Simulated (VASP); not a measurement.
# Ru (P6_3/mmc) in VASP: notebook

Runs on Ru. Level: PBEsol. Tasks: single point.

All numbers are computed with VASP 6.6.1; they aren't measurements. Logs are shortened: lines on timing, memory, paths and dates and some standing lists are left out, and cuts for length are marked.

### 1 The cell of the first run

The structure is hexagonal, space group P6_3/mmc (No. 194). Conventional cell: a = 2.746 Å, b = 2.746 Å, c = 4.282 Å, α = 90.00°, β = 90.00°, γ = 120.00°. Within 3.5 Å of Ru (site symmetry -6m2) lie 12 Ru at 2.66 to 2.75 Å.

### 2 Single point, PBEsol (strain +0.015 along x and y, +0.000 along z)

Input file INCAR:

```
SYSTEM = Ru
PREC = Accurate ; ENCUT = 520
EDIFF = 1E-6 ; ISMEAR = 0
SIGMA = 0.15 ; LREAL = .FALSE.
LASPH = .TRUE. ; NELM = 60
ALGO = Fast ; ISIF = 2
LWAVE = .FALSE. ; LCHARG = .FALSE.
GGA = PS ; NBANDS = 21
```

Input file KPOINTS:

```
Automatic mesh
0
G
  24 24 12
  0 0 0
```

Input file POSCAR:

```
Ru
1.0
    2.7463863242      0.0000000000      0.0000000000
   -1.3731931621      2.3784403254      0.0000000000
    0.0000000000      0.0000000000      4.2819000000
Ru
2
Direct
    0.3333333333      0.6666666667      0.2500000000
    0.6666666667      0.3333333333      0.7500000000
```

Potentials or basis: VASP PAW PBE potentials, release 64 (Ru_pv).

Run with:

```console
$ cat potpaw_PBE.64/Ru_pv/POTCAR > POTCAR
$ mpirun -np 1 vasp_std > vasp.out
```

OUTCAR:

```text
SYSTEM = Ru
   PREC = Accurate
   ENCUT = 520
   EDIFF = 1E-6
   ISMEAR = 0
   LREAL = .FALSE.
   LASPH = .TRUE.
   NELM = 60
   ISIF = 2
   GGA = PS

 ion  position               nearest neighbor table
   1  0.333  0.667  0.250-   2 2.66   2 2.66   2 2.66   2 2.66   2 2.66   2 2.66
   2  0.667  0.333  0.750-   1 2.66   1 2.66   1 2.66   1 2.66   1 2.66   1 2.66

  LATTYP: Found a hexagonal cell.
 ALAT       =     2.7463863242
 C/A-ratio  =     1.5591033069

  Lattice vectors:

 A1 = (   2.7463863242,   0.0000000000,   0.0000000000)
 A2 = (  -1.3731931621,   2.3784403254,   0.0000000000)
 A3 = (   0.0000000000,   0.0000000000,   4.2819000000)

Analysis of symmetry for initial positions (statically):
=====================================================================
 Subroutine PRICEL returns:
 Original cell was already a primitive cell.

 Routine SETGRP: Setting up the symmetry group for a
 hexagonal supercell.

 Subroutine GETGRP returns: Found 24 space group operations
 (whereof 12 operations were pure point group operations)
 out of a pool of 24 trial point group operations.

The static configuration has the point symmetry D_3d.
 The point group associated with its full space group is D_6h.

Analysis of symmetry for dynamics (positions and initial velocities):
=====================================================================
 Subroutine PRICEL returns:
 Original cell was already a primitive cell.

 Routine SETGRP: Setting up the symmetry group for a
 hexagonal supercell.

 Subroutine GETGRP returns: Found 24 space group operations
 (whereof 12 operations were pure point group operations)
 out of a pool of 24 trial point group operations.

The dynamic configuration has the point symmetry D_3d.
 The point group associated with its full space group is D_6h.

 Subroutine INISYM returns: Found 24 space group operations
 (whereof 12 operations are pure point group operations),
 and found     1 'primitive' translations

----------------------------------------------------------------------------------------

                                     Primitive cell

  volume of cell :      27.9699

  direct lattice vectors                    reciprocal lattice vectors
     2.746386324  0.000000000  0.000000000     0.364114834  0.210221797  0.000000000
    -1.373193162  2.378440325  0.000000000     0.000000000  0.420443595  0.000000000
     0.000000000  0.000000000  4.281900000     0.000000000  0.000000000  0.233541185

  length of vectors
     2.746386324  2.746386324  4.281900000     0.420443595  0.420443595  0.233541185

  position of ions in fractional coordinates (direct lattice)
     0.333333333  0.666666667  0.250000000
     0.666666667  0.333333333  0.750000000

  ion indices of the primitive-cell ions
   primitive index   ion index
                 1           1
                 2           2

----------------------------------------------------------------------------------------

 KPOINTS: Automatic mesh

Automatic generation of k-mesh.
 Grid dimensions read from file:
 generate k-points for:   24   24   12

 Generating k-lattice:

  Cartesian coordinates                     Fractional coordinates (reciprocal lattice)
     0.015171451  0.008759242  0.000000000     0.041666667  0.000000000  0.000000000
     0.000000000  0.017518483  0.000000000     0.000000000  0.041666667  0.000000000
     0.000000000  0.000000000  0.019461765     0.000000000  0.000000000  0.083333333

  Length of vectors
     0.017518483  0.017518483  0.019461765

  Shift w.r.t. Gamma in fractional coordinates (k-lattice)
     0.000000000  0.000000000  0.000000000

 Subroutine IBZKPT returns following result:
 ===========================================

 Found    427 irreducible k-points:

 Following reciprocal coordinates:
            Coordinates               Weight
  0.000000  0.000000  0.000000      1.000000
  0.041667  0.000000  0.000000      6.000000
  0.083333  0.000000  0.000000      6.000000
  0.125000  0.000000  0.000000      6.000000
  0.166667  0.000000  0.000000      6.000000
  0.208333  0.000000  0.000000      6.000000
[... 16 lines left out ...]
  0.416667  0.041667  0.000000     12.000000
  0.458333  0.041667  0.000000     12.000000
 [... further k-points ...]
   k-points           NKPTS =    427   k-points in BZ     NKDIM =    427   number of bands    NBANDS=     21
   number of dos      NEDOS =    301   number of ions     NIONS =      2
   total plane-waves  NPLWV =  12800
   dimension x,y,z NGX =    20 NGY =   20 NGZ =   32
   dimension x,y,z NGXF=    40 NGYF=   40 NGZF=   64
   ions per type =               2
   NGX,Y,Z   is equivalent  to a cutoff of  12.11, 12.11, 12.42 a.u.
   NGXF,Y,Z  is equivalent  to a cutoff of  24.21, 24.21, 24.85 a.u.
 SYSTEM =  Ru
   PREC   = accura    normal or accurate (medium, high low for compatibility)
   ISTART =      0    job   : 0-new  1-cont  2-samecut
   ICHARG =      2    charge: 1-file 2-atom 10-const
   ISPIN  =      1    spin polarized calculation?
   LNONCOLLINEAR =      F non collinear calculations
   LSORBIT =      F    spin-orbit coupling
   LASPH  =      T    aspherical Exc in radial PAW
   ENCUT  =  520.0 eV  38.22 Ry    6.18 a.u.   5.11  5.11  7.96*2*pi/ulx,y,z
   NELM   =     60;   NELMIN=  2; NELMDL= -5     # of ELM steps
   EDIFF  = 0.1E-05   stopping-criterion for ELM
   LREAL  =      F    real-space projection
   EDIFFG = 0.1E-04   stopping-criterion for IOM
   NSW    =      0    number of steps for IOM
   IBRION =     -1    ionic relax: 0-MD 1-quasi-New 2-CG
   NFREE  =      0    steps in history (QN), initial steepest desc. (CG)
   ISIF   =      2    stress and relaxation
   ISYM   =      2    0-nonsym 1-usesym 2-fastsym
   POTIM  = 0.5000    time-step for ionic-motion
   TEBEG  =    0.0;   TEEND  =   0.0 temperature during run
   PSTRESS=    0.0 pullay stress
   NELECT =      28.0000    total number of electrons
   NUPDOWN=      -1.0000    fix difference up-down
   EMIN   =  10.00;   EMAX   =-10.00  energy-range for DOS
   EFERMI =   0.00;   METHOD = LEGACY
   ISMEAR =     0;   SIGMA  =   0.15  broadening in eV -4-tet -1-fermi 0-gaus
   EFERMI_NEDOS =   21; number of points for ismear=-14 and -15
   IALGO  =     68    algorithm
   IMIX   =      4    mixing-type and parameters
     AMIX     =   0.40;   BMIX     =  1.00
     AMIX_MAG =   1.60;   BMIX_MAG =  1.00
  volume/ion in A,a.u.               =      13.98        94.37
  Fermi-wavevector in a.u.,A,eV,Ry     =   1.637686  3.094778 36.491047  2.682016
  Thomas-Fermi vector in A             =   2.728785
   LORBIT       =      0    0 simple, 1 ext, 2 COOP (PROOUT), +10 PAW based schemes
   GGA     = PS    functional components
   LHFCALC =     F    Hartree Fock is set to
   AEXX    =    0.0000 exact exchange contribution
   IVDW    =     0    specifies the selected vdW correction
   LEPSILON=     F    determine dielectric tensor
   LRPA    =     F    only Hartree local field effects (RPA)
 non-spin polarized calculation
 RMM-DIIS sequential band-by-band and
 Gauss-broadening in eV      SIGMA  =   0.15
  energy-cutoff  :      520.00
  volume of cell :       27.97
 maximum number of plane-waves:       776
   NGX = 11   NGY = 11   NGZ = 15

 number of electron      28.0000006 magnetization

 Free energy of the ion-electron system (eV)
  ---------------------------------------------------
  ext. energy  EPLUGINS =         0.00000000
  ---------------------------------------------------
  free energy    TOTEN  =       -20.28369880 eV

  energy without entropy =      -20.26362392  energy(sigma->0) =      -20.27366136

 E-fermi :  12.1782     XC(G=0): -14.0975

 val. band max:       12.1779261164   @ k =   0.3750   0.0417   0.4167
 cond. band min:      12.1848847162   @ k =   0.2917   0.1250   0.1667
 fundamental gap:      0.0069585998
 Fermi energy:        12.1781643039

 k-point     1 :       0.0000    0.0000    0.0000
  band No.  band energies     occupation
      1     -31.3492      2.00000
      2     -30.4963      2.00000
      3     -30.4963      2.00000
      4     -30.3278      2.00000
      5     -30.3278      2.00000
      6     -30.2731      2.00000
[... 13 lines left out ...]
     20      22.4760      0.00000
     21      22.5249      0.00000

 k-point     2 :       0.0417    0.0000    0.0000
  band No.  band energies     occupation
      1     -31.3438      2.00000
      2     -30.5073      2.00000
      3     -30.5002      2.00000
      4     -30.3393      2.00000
      5     -30.3292      2.00000
      6     -30.2758      2.00000
[... 13 lines left out ...]
     20      22.4760      0.00000
     21      22.5233      0.00000

 k-point     3 :       0.0833    0.0000    0.0000
  band No.  band energies     occupation
      1     -31.3276      2.00000
      2     -30.5395      2.00000
      3     -30.5114      2.00000
      4     -30.3731      2.00000
      5     -30.3334      2.00000
      6     -30.2840      2.00000
[... 13 lines left out ...]
     20      22.4759      0.00000
     21      22.5188      0.00000

 k-point     4 :       0.1250    0.0000    0.0000
  band No.  band energies     occupation
      1     -31.3012      2.00000
      2     -30.5906      2.00000
      3     -30.5290      2.00000
      4     -30.4263      2.00000
      5     -30.3403      2.00000
      6     -30.2977      2.00000
[... 13 lines left out ...]
     20      22.4759      0.00000
     21      22.5124      0.00000

 k-point     5 :       0.1667    0.0000    0.0000
  band No.  band energies     occupation
      1     -31.2655      2.00000
      2     -30.6574      2.00000
      3     -30.5513      2.00000
      4     -30.4945      2.00000
      5     -30.3498      2.00000
      6     -30.3168      2.00000
[... 13 lines left out ...]
     20      22.4758      0.00000
     21      22.5054      0.00000
[... 382 lines left out ...]
     20      22.4656      0.00000
     21      22.7909      0.00000

 k-point    22 :       0.3750    0.0417    0.0000
  band No.  band energies     occupation
      1     -31.0732      2.00000
      2     -30.9755      2.00000
      3     -30.8976      2.00000
      4     -30.6867      2.00000
      5     -30.5015      2.00000
      6     -30.4227      2.00000
[... 13 lines left out ...]
     20      22.8424      0.00000
     21      25.4266      0.00000

 k-point    23 :       0.4167    0.0417    0.0000
  band No.  band energies     occupation
      1     -31.1150      2.00000
      2     -30.9346      2.00000
      3     -30.9316      2.00000
      4     -30.7005      2.00000
      5     -30.5348      2.00000
      6     -30.4299      2.00000
[... 13 lines left out ...]
     20      23.5358      0.00000
     21      24.8681      0.00000

 k-point    24 :       0.4583    0.0417    0.0000
  band No.  band energies     occupation
      1     -31.1367      2.00000
      2     -30.9537      2.00000
      3     -30.9056      2.00000
      4     -30.7075      2.00000
      5     -30.5554      2.00000
      6     -30.4337      2.00000
[... 13 lines left out ...]
     20      23.9474      0.00000
     21      24.5665      0.00000

 [... further k-points ...]
[... 5 lines left out ...]
  --------------------------------------------------------------------------------------
  -------------------------------------------------------------------------------------
  Total       -2.8305772     -2.8305772     -2.1383260      0.0000000     -0.0000000      0.0000000
  in kB     -162.1418694   -162.1418694   -122.4881557      0.0000000     -0.0000000      0.0000000
  external PRESSURE =    -148.9239648 kB  Pullay stress =       0.0000000 kB

 VOLUME and BASIS-vectors are now :
 -----------------------------------------------------------------------------
  energy-cutoff  :      520.00
  volume of cell :       27.97
      direct lattice vectors                 reciprocal lattice vectors
     2.746386324  0.000000000  0.000000000     0.364114834  0.210221797  0.000000000
    -1.373193162  2.378440325  0.000000000     0.000000000  0.420443595  0.000000000
     0.000000000  0.000000000  4.281900000     0.000000000  0.000000000  0.233541185

 POSITION                                       TOTAL-FORCE (eV/Angst)
 -----------------------------------------------------------------------------------
     -0.00000      1.58563      1.07048        -0.000000     -0.000000      0.000000
      1.37319      0.79281      3.21143         0.000000      0.000000      0.000000
 -----------------------------------------------------------------------------------
    total drift:                                0.000000     -0.000000      0.000000

  FREE ENERGIE OF THE ION-ELECTRON SYSTEM (eV)
  ---------------------------------------------------
  free  energy   TOTEN  =       -20.2836987978 eV

  energy  without entropy=      -20.2636239186  energy(sigma->0) =      -20.27366136
```

Run time: 2.5 min. Hardware: 1 thread of Intel Xeon Platinum 8259CL at 2.50GHz (Skylake/Cascade Lake), shared host; peak memory 0.29 GiB.

What came out:

* Free energy: -20.2837 eV
* Pressure: -14.9 GPa
* Band gap on the k mesh: zero (band 14 reaches 13.64 eV, above the bottom of band 15 at 10.58 eV)

Stress tensor (GPa, compression positive):
```
-16.21   0.00   0.00
  0.00 -16.21   0.00
  0.00   0.00 -12.25
```

Levels at points of the mesh, in eV from the Fermi level:
```csv
k point,band 11,band 12,band 13,band 14,band 15,band 16,band 17,band 18
"(0.00, 0.00, 0.00)",-2.20,-1.83,-1.83,-1.45,-1.45,1.13,1.13,1.36
"(0.50, 0.00, 0.00)",-1.93,-1.84,-1.41,1.26,1.69,1.88,3.85,5.82
"(0.00, 0.00, 0.50)",-2.72,-2.72,-2.58,-2.58,0.52,0.52,0.52,0.52
"(0.50, 0.00, 0.50)",-1.08,-1.08,0.39,0.39,1.53,1.53,3.23,3.23
```

Caveat: the cell differs from its parent crystal (strain +0.015 along x and y, +0.000 along z); the PAW data sets were made with another functional, which shifts forces and pressure a little.

### 3 Single point, PBEsol (strain +0.030 along x and y, -0.015 along z)

Input file INCAR:

```
ALGO     = Fast           # electronic algorithm
EDIFF    = 1E-6           # SCF threshold, eV
ENCUT    = 520            # plane-wave cutoff, eV
GGA      = PS             # functional
ISIF     = 2              # what is computed and relaxed
ISMEAR   = 0              # smearing method
LASPH    = True           # aspherical terms in the spheres
LCHARG   = False          # write CHGCAR
LREAL    = False          # projectors in reciprocal space
LWAVE    = False          # write WAVECAR
NBANDS   = 21             # bands
NELM     = 100            # most SCF steps
PREC     = Accurate       # precision mode
SIGMA    = 0.15           # smearing width, eV
```

Input file KPOINTS:

```
k-points
0
Gamma
  24 24 12
```

Input file POSCAR:

```
Ru
1.0
    2.7869733142      0.0000000000      0.0000000000
   -1.3934866571      2.4135896898      0.0000000000
    0.0000000000      0.0000000000      4.2176715000
Ru
2
Direct
    0.3333333333      0.6666666667      0.2500000000
    0.6666666667      0.3333333333      0.7500000000
```

Potentials or basis: VASP PAW PBE potentials, release 64 (Ru_pv).

Run with:

```console
$ cat potpaw_PBE.64/Ru_pv/POTCAR > POTCAR
$ mpirun -np 1 vasp_std > vasp.out
```

Wall time 2.8 min (1 thread of Intel Xeon Platinum 8259CL at 2.50GHz (Skylake/Cascade Lake), shared host); peak memory 0.31 GiB.

The run converged. Its results:

```yaml
Free_energy: -20.2097 eV
Pressure: -17.8 GPa
Band_gap_on_the_k_mesh: zero (band 14 reaches 13.23 eV, above the bottom of band 15 at 10.25 eV)
```

Stress tensor (GPa, compression positive):
```
-22.72   0.00   0.00
  0.00 -22.72   0.00
  0.00   0.00  -7.84
```

Levels at points of the mesh, in eV from the Fermi level:
| k point | band 11 | band 12 | band 13 | band 14 | band 15 | band 16 | band 17 | band 18 |
| --- | --- | --- | --- | --- | --- | --- | --- | --- |
| (0.00, 0.00, 0.00) | -1.89 | -1.76 | -1.76 | -1.64 | -1.64 | 1.10 | 1.10 | 1.69 |
| (0.50, 0.00, 0.00) | -1.91 | -1.74 | -1.23 | 1.06 | 1.55 | 1.96 | 3.69 | 5.60 |
| (0.00, 0.00, 0.50) | -2.77 | -2.77 | -2.38 | -2.38 | 0.54 | 0.54 | 0.54 | 0.54 |
| (0.50, 0.00, 0.50) | -1.17 | -1.17 | 0.36 | 0.36 | 1.37 | 1.37 | 3.14 | 3.14 |

Caveat: the cell differs from its parent crystal (strain +0.030 along x and y, -0.015 along z); the PAW data sets were made with another functional, which shifts forces and pressure a little.

(Continued in part 2 of 2.)
